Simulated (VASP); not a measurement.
# Na (P6_3/mmc) in VASP: relaxation of cell and atoms with PBE

Aim: the relaxation of cell and atoms of Na with PBE.

Program: VASP 6.6.1. These are calculated values, not measurements. Logs are shortened: lines on timing, memory, paths and dates and some standing lists are left out, and cuts for length are marked.

## (1) The cell of the first run

The structure is hexagonal, space group P6_3/mmc (No. 194). The conventional cell has a = 3.749 Å, b = 3.749 Å, c = 6.074 Å, α = 90.00°, β = 90.00°, γ = 120.00°. Within 4.9 Å of Na (site symmetry -6m2) lie 12 Na at 3.73 to 3.75 Å.

## (2) Relaxation of cell and atoms, PBE

INCAR reads:

```
SYSTEM = Na
PREC     = Accurate       ! precision mode
ENCUT    = 600            ! plane-wave cutoff, eV
EDIFF    = 1E-6           ! SCF threshold, eV
ISMEAR   = -1             ! smearing method
SIGMA    = 0.05           ! smearing width, eV
LREAL    = .False.        ! projectors in reciprocal space
LASPH    = .True.         ! aspherical terms in the spheres
NELM     = 100            ! most SCF steps
ALGO     = Normal         ! electronic algorithm
ISIF     = 3              ! what is computed and relaxed
LWAVE    = .False.        ! write WAVECAR
LCHARG   = .False.        ! write CHGCAR
GGA      = PE             ! functional
IBRION   = 2              ! ionic algorithm
NSW      = 60             ! ionic steps
EDIFFG   = -0.005         ! ionic threshold
```

KPOINTS reads:

```
Automatic mesh
0
Gamma
  12 12 6
  0 0 0
```

POSCAR reads:

```
Na
1.0
    3.7491841152      0.0000000000      0.0000000000
   -1.8745920576      3.2468886872      0.0000000000
    0.0000000000      0.0000000000      6.0736782667
Na
2
Direct
    0.3333333333      0.6666666667      0.2500000000
    0.6666666667      0.3333333333      0.7500000000
```

Potentials or basis: VASP PAW PBE potentials, release 64 (Na_pv).

Command:

```console
> cat potpaw_PBE.64/Na_pv/POTCAR > POTCAR
> mpirun -np 1 vasp_std > vasp.out
```

OUTCAR:

```text
SYSTEM = Na
   PREC = Accurate
   ENCUT = 600
   EDIFF = 1E-6
   ISMEAR = -1
   LREAL = .False.
   LASPH = .True.
   NELM = 100
   ISIF = 3
   GGA = PE
   IBRION = 2
   NSW = 60
   EDIFFG = -0.005

 ion  position               nearest neighbor table
   1  0.333  0.667  0.250-
   2  0.667  0.333  0.750-

  LATTYP: Found a hexagonal cell.
 ALAT       =     3.7491841152
 C/A-ratio  =     1.6200000000

  Lattice vectors:

 A1 = (   3.7491841152,   0.0000000000,   0.0000000000)
 A2 = (  -1.8745920576,   3.2468886872,   0.0000000000)
 A3 = (   0.0000000000,   0.0000000000,   6.0736782667)

Analysis of symmetry for initial positions (statically):
=====================================================================
 Subroutine PRICEL returns:
 Original cell was already a primitive cell.

 Routine SETGRP: Setting up the symmetry group for a
 hexagonal supercell.

 Subroutine GETGRP returns: Found 24 space group operations
 (whereof 12 operations were pure point group operations)
 out of a pool of 24 trial point group operations.

The static configuration has the point symmetry D_3d.
 The point group associated with its full space group is D_6h.

Analysis of symmetry for dynamics (positions and initial velocities):
=====================================================================
 Subroutine PRICEL returns:
 Original cell was already a primitive cell.

 Routine SETGRP: Setting up the symmetry group for a
 hexagonal supercell.

 Subroutine GETGRP returns: Found 24 space group operations
 (whereof 12 operations were pure point group operations)
 out of a pool of 24 trial point group operations.

The dynamic configuration has the point symmetry D_3d.
 The point group associated with its full space group is D_6h.

 Subroutine INISYM returns: Found 24 space group operations
 (whereof 12 operations are pure point group operations),
 and found     1 'primitive' translations

----------------------------------------------------------------------------------------

                                     Primitive cell

  volume of cell :      73.9360

  direct lattice vectors                    reciprocal lattice vectors
     3.749184115  0.000000000  0.000000000     0.266724698  0.153993576  0.000000000
    -1.874592058  3.246888687  0.000000000     0.000000000  0.307987152  0.000000000
     0.000000000  0.000000000  6.073678267     0.000000000  0.000000000  0.164644875

  length of vectors
     3.749184115  3.749184115  6.073678267     0.307987152  0.307987152  0.164644875

  position of ions in fractional coordinates (direct lattice)
     0.333333333  0.666666667  0.250000000
     0.666666667  0.333333333  0.750000000

  ion indices of the primitive-cell ions
   primitive index   ion index
                 1           1
                 2           2

----------------------------------------------------------------------------------------

 KPOINTS: Automatic mesh

Automatic generation of k-mesh.
 Grid dimensions read from file:
 generate k-points for:   12   12    6

 Generating k-lattice:

  Cartesian coordinates                     Fractional coordinates (reciprocal lattice)
     0.022227058  0.012832798  0.000000000     0.083333333 -0.000000000  0.000000000
     0.000000000  0.025665596  0.000000000     0.000000000  0.083333333  0.000000000
     0.000000000  0.000000000  0.027440813     0.000000000  0.000000000  0.166666667

  Length of vectors
     0.025665596  0.025665596  0.027440813

  Shift w.r.t. Gamma in fractional coordinates (k-lattice)
     0.000000000  0.000000000  0.000000000

 Subroutine IBZKPT returns following result:
 ===========================================

 Found     76 irreducible k-points:

 Following reciprocal coordinates:
            Coordinates               Weight
  0.000000  0.000000  0.000000      1.000000
  0.083333  0.000000  0.000000      6.000000
  0.166667  0.000000  0.000000      6.000000
  0.250000  0.000000  0.000000      6.000000
  0.333333  0.000000  0.000000      6.000000
  0.416667  0.000000  0.000000      6.000000
[... 16 lines left out ...]
  0.250000  0.000000  0.166667     12.000000
  0.333333  0.000000  0.166667     12.000000
 [... further k-points ...]
   k-points           NKPTS =     76   k-points in BZ     NKDIM =     76   number of bands    NBANDS=     11
   number of dos      NEDOS =    301   number of ions     NIONS =      2
   total plane-waves  NPLWV =  45000
   dimension x,y,z NGX =    30 NGY =   30 NGZ =   50
   dimension x,y,z NGXF=    60 NGYF=   60 NGZF=  100
   ions per type =               2
   NGX,Y,Z   is equivalent  to a cutoff of  13.30, 13.30, 13.69 a.u.
   NGXF,Y,Z  is equivalent  to a cutoff of  26.61, 26.61, 27.37 a.u.
 SYSTEM =  Na
   PREC   = accura    normal or accurate (medium, high low for compatibility)
   ISTART =      0    job   : 0-new  1-cont  2-samecut
   ICHARG =      2    charge: 1-file 2-atom 10-const
   ISPIN  =      1    spin polarized calculation?
   LNONCOLLINEAR =      F non collinear calculations
   LSORBIT =      F    spin-orbit coupling
   LASPH  =      T    aspherical Exc in radial PAW
   ENCUT  =  600.0 eV  44.10 Ry    6.64 a.u.   7.49  7.49 12.13*2*pi/ulx,y,z
   NELM   =    100;   NELMIN=  2; NELMDL= -5     # of ELM steps
   EDIFF  = 0.1E-05   stopping-criterion for ELM
   LREAL  =      F    real-space projection
   EDIFFG = -.5E-02   stopping-criterion for IOM
   NSW    =     60    number of steps for IOM
   IBRION =      2    ionic relax: 0-MD 1-quasi-New 2-CG
   NFREE  =      1    steps in history (QN), initial steepest desc. (CG)
   ISIF   =      3    stress and relaxation
   ISYM   =      2    0-nonsym 1-usesym 2-fastsym
   POTIM  = 0.5000    time-step for ionic-motion
   TEBEG  =    0.0;   TEEND  =   0.0 temperature during run
   PSTRESS=    0.0 pullay stress
   NELECT =      14.0000    total number of electrons
   NUPDOWN=      -1.0000    fix difference up-down
   EMIN   =  10.00;   EMAX   =-10.00  energy-range for DOS
   EFERMI =   0.00;   METHOD = LEGACY
   ISMEAR =    -1;   SIGMA  =   0.05  broadening in eV -4-tet -1-fermi 0-gaus
   EFERMI_NEDOS =   21; number of points for ismear=-14 and -15
   IALGO  =     38    algorithm
   IMIX   =      4    mixing-type and parameters
     AMIX     =   0.40;   BMIX     =  1.00
     AMIX_MAG =   1.60;   BMIX_MAG =  1.00
  volume/ion in A,a.u.               =      36.97       249.47
  Fermi-wavevector in a.u.,A,eV,Ry     =   0.940082  1.776497 12.024194  0.883753
  Thomas-Fermi vector in A             =   2.067458
   LORBIT       =      0    0 simple, 1 ext, 2 COOP (PROOUT), +10 PAW based schemes
   GGA     = PE    functional components
   LHFCALC =     F    Hartree Fock is set to
   AEXX    =    0.0000 exact exchange contribution
   IVDW    =     0    specifies the selected vdW correction
   LEPSILON=     F    determine dielectric tensor
   LRPA    =     F    only Hartree local field effects (RPA)
 conjugate gradient relaxation of ions
 non-spin polarized calculation
  energy-cutoff  :      600.00
  volume of cell :       73.94
 maximum number of plane-waves:      2503
 NGX is ok and might be reduce to    30
   NGX = 15   NGY = 15   NGZ = 25

--------------------------------------- Ionic step        1  -------------------------------------------

 number of electron      14.0000014 magnetization

 Free energy of the ion-electron system (eV)
  ---------------------------------------------------
  ext. energy  EPLUGINS =         0.00000000
  ---------------------------------------------------
  free energy    TOTEN  =        -2.62883647 eV

  energy without entropy =       -2.62050398  energy(sigma->0) =       -2.62467023

------------------------ aborting loop because EDIFF is reached ----------------------------------------

  FORCE on cell =-STRESS in cart. coord.  units (eV):
  Direction    XX          YY          ZZ          XY          YZ          ZX
  --------------------------------------------------------------------------------------
  -------------------------------------------------------------------------------------
  Total       -0.0210524     -0.0210524      0.0341880      0.0000000      0.0000000      0.0000000
  in kB       -0.4562009     -0.4562009      0.7408469      0.0000000      0.0000000      0.0000000
  external PRESSURE =      -0.0571850 kB  Pullay stress =       0.0000000 kB
[... 129 lines left out ...]
  energy  without entropy=       -2.6209559860  energy(sigma->0) =       -2.62499613

--------------------------------------- Ionic step        5  -------------------------------------------

 number of electron      14.0000014 magnetization

 Free energy of the ion-electron system (eV)
  ---------------------------------------------------
  ext. energy  EPLUGINS =         0.00000000
  ---------------------------------------------------
  free energy    TOTEN  =        -2.62904477 eV

  energy without entropy =       -2.62090412  energy(sigma->0) =       -2.62497444

 E-fermi :   0.2880     XC(G=0):  -6.5130

 val. band max:        0.2709338405   @ k =   0.4167   0.0833   0.1667
 cond. band min:       0.3060631311   @ k =   0.3333   0.1667   0.3333
 fundamental gap:      0.0351292907
 Fermi energy:         0.2880065695

 k-point     1 :       0.0000    0.0000    0.0000
  band No.  band energies     occupation
      1     -24.5864      2.00000
      2     -24.5564      2.00000
      3     -24.5564      2.00000
      4     -24.5515      2.00000
      5     -24.5515      2.00000
      6     -24.5512      2.00000
      7      -2.9469      2.00000
      8       0.8823      0.00001
      9       1.2871      0.00000
     10      10.3723      0.00000
     11      10.3723      0.00000
[... 309 lines left out ...]
 k-point    24 :       0.3333    0.0000    0.1667
  band No.  band energies     occupation
      1     -24.5798      2.00000
      2     -24.5738      2.00000
      3     -24.5710      2.00000
      4     -24.5621      2.00000
      5     -24.5562      2.00000
      6     -24.5557      2.00000
      7      -1.2056      2.00000
      8       1.3971      0.00000
      9       3.3457      0.00000
     10       4.2208      0.00000
     11       5.9170      0.00000

 [... further k-points ...]
[... 5 lines left out ...]
  --------------------------------------------------------------------------------------
  -------------------------------------------------------------------------------------
  Total        0.0080107      0.0080107      0.0091451      0.0000000     -0.0000000      0.0000000
  in kB        0.1738751      0.1738751      0.1984993      0.0000000     -0.0000000      0.0000000
  external PRESSURE =       0.1820831 kB  Pullay stress =       0.0000000 kB
[... 17 lines left out ...]
  FREE ENERGIE OF THE ION-ELECTRON SYSTEM (eV)
  ---------------------------------------------------
  free  energy   TOTEN  =        -2.6290447703 eV

  energy  without entropy=       -2.6209041164  energy(sigma->0) =       -2.62497444

 reached required accuracy - stopping structural energy minimisation
```

Run time: 3.6 min. Hardware: 1 thread of AMD EPYC 7R43 (Zen 3), shared host; peak memory 0.19 GiB.

What came out:

- Free energy: -2.6290 eV
- Relaxed volume: 36.91 Å³/atom
- Relaxed cell: a = 3.733 Å, b = 3.733 Å, c = 6.116 Å, α = 90.00°, β = 90.00°, γ = 120.00°
- Space group after relaxing (to 0.05 Å): P6_3/mmc (No. 194)
- Energy gained by relaxing: 0.1 meV/atom
- Ionic steps: 5
- Pressure after relaxing: 0.0 GPa
- Band gap on the k mesh: zero (band 7 reaches 2.43 eV, above the bottom of band 8 at -1.92 eV)

Step by step:
| step | energy change (eV) | largest force (eV/Å) | pressure (GPa) | volume (Å³) |
| --- | --- | --- | --- | --- |
| 1 | 0.0000 | 0.0000 | -0.01 | 73.94 |
| 2 | 0.0000 | 0.0000 | 0.02 | 73.92 |
| 3 | -0.0001 | 0.0000 | 0.02 | 73.88 |
| 4 | -0.0002 | 0.0000 | 0.04 | 73.79 |
| 5 | -0.0002 | 0.0000 | 0.02 | 73.81 |

Final structure:
```
Na
1.0
     3.73322    0.00000    0.00000
    -1.86661    3.23306    0.00000
     0.00000    0.00000    6.11568
Na
2
Direct
  0.33333 0.66667 0.25000
  0.66667 0.33333 0.75000
```
